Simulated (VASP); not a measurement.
Here is a VASP 6.6.1 calculation.

File POSCAR:

```
BAs
1.0
    0.0000000000      2.3918700258      2.3918700258
    2.3918700258      0.0000000000      2.3918700258
    2.3918700258      2.3918700258      0.0000000000
B As
1 1
Direct
    0.0000000000      0.0000000000      0.0000000000
    0.2500000000      0.2500000000      0.2500000000
```

INCAR.step1

```
PREC = Accurate
ENCUT = 500
EDIFF = 1E-8
ISMEAR = 0
SIGMA = 0.01
LREAL = F
LASPH = T
NELM = 100
ALGO = Normal
LWAVE = T
LCHARG = F
GGA = PE
```

Contents of INCAR.step2:

```
PREC = Accurate
ENCUT = 500
EDIFF = 1E-8
ISMEAR = 0
SIGMA = 0.01
LREAL = F
LASPH = T
NELM = 1
ALGO = Exact
LWAVE = T
LCHARG = F
GGA = PE
NBANDS = 85
LOPTICS = T
ISTART = 1
```

Contents of INCAR.step3:

```
PREC = Accurate
ENCUT = 500
EDIFF = 1E-8
ISMEAR = 0
SIGMA = 0.01
LREAL = F
LASPH = T
ALGO = EVGW0
LWAVE = F
LCHARG = F
GGA = PE
NELMGW = 1
NBANDS = 85
ENCUTGW = 120.0
NOMEGA = 96
PRECFOCK = Fast
ISTART = 1
NBANDSGW = 12
OMEGAMAX = 30
```

Contents of KPOINTS:

```
Automatic mesh
0
Gamma
  6 6 6
```

Potentials or basis: VASP PAW PBE potentials, release 64 (B_GW, As_GW).

The run is started by

```console
$ cat potpaw_PBE.64/B_GW/POTCAR potpaw_PBE.64/As_GW/POTCAR > POTCAR
$ cp INCAR.step1 INCAR
$ mpirun -np 1 vasp_std > vasp.out
$ cp INCAR.step2 INCAR
$ mpirun -np 1 vasp_std > vasp.out
$ cp INCAR.step3 INCAR
$ mpirun -np 1 vasp_std > vasp.out
```

(1) Estimate the quasiparticle gap.

(2) What does it give for the least direct quasiparticle gap?

(3) What does it give for the band gap of the starting levels on the mesh?

Results:

(1) 1.84 eV.

(2) 4.06 eV.

(3) 1.27 eV.

Caveat: the k points lie up to 0.38 Å⁻¹ apart; bands, screening cutoff and mesh are small and nothing is extrapolated, so the quasiparticle values aren't converged.
